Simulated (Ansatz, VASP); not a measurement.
Ir: VASP beside Ansatz

File INCAR:

```
  PREC = Accurate
  ENCUT = 520
  EDIFF = 1E-6
  ISMEAR = -1
  SIGMA = 0.05
  LREAL = F
  LASPH = T
  NELM = 80
  ALGO = Normal
  ISIF = 2
  LWAVE = F
  LCHARG = F
  GGA = PE
  NBANDS = 16
```

File KPOINTS:

```
regular mesh
0
Gamma
  11 11 6
```

The input POSCAR:

```
Ir
1.0
    2.6952115654      0.0000000000      0.0000000000
   -1.3476057827      2.3341216842      0.0000000000
    0.0000000000      0.0000000000      4.3711972971
Ir
2
Direct
    0.3333333333      0.6666666667      0.2500000000
    0.6666666667      0.3333333333      0.7500000000
```

Contents of input.yaml:

```yaml
crystal:
  lattice:
    - [2.6952115654, 0.0, 0.0]
    - [-1.3476057827, 2.3341216842, 0.0]
    - [0.0, 0.0, 4.3711972971]
  atoms:
    - { symbol: Ir, position: [0.3333333333, 0.6666666667, 0.25] }
    - { symbol: Ir, position: [0.6666666667, 0.3333333333, 0.75] }
kpoints:
  mp_grid: { grid: [11, 11, 6] }
scf:
  occupations: { method: fermi_dirac, width: 0.05 }
hamiltonian:
  xc: pbe
  pseudopotentials: { kind: all_electron, lapw: { basis_error: 0.0005 } }
output:
  forces: true
  stress: true
  eigenvalues: true
```

Change from the starting cell: volume scaled by 0.94.

Alike in both runs: task single point; functional PBE; k mesh 11 × 11 × 6; occupations fermi-dirac, width 0.05 eV; no spin polarisation.

```csv
,VASP,Ansatz
version,VASP 6.6.1,Ansatz 0.2.0
potentials or method,"VASP PAW PBE potentials, release 64 (Ir), cutoff 520 eV","all-electron LAPW, scalar-relativistic"
```

|  | VASP | Ansatz | Ansatz less VASP |
| --- | --- | --- | --- |
| gap on the k mesh at the Fermi level (eV) | none | none | - |
| pressure (GPa) | 23.9 | 23.0 | -0.90 |
| traceless stress, the component that is largest in VASP (GPa) | 0.17 | 0.11 | -0.057 |

A gap of «none» marks a metal or a gap that the smearing closes. Ansatz ran all-electron here, and VASP with PAW potentials.

Neither program's run includes spin-orbit coupling.
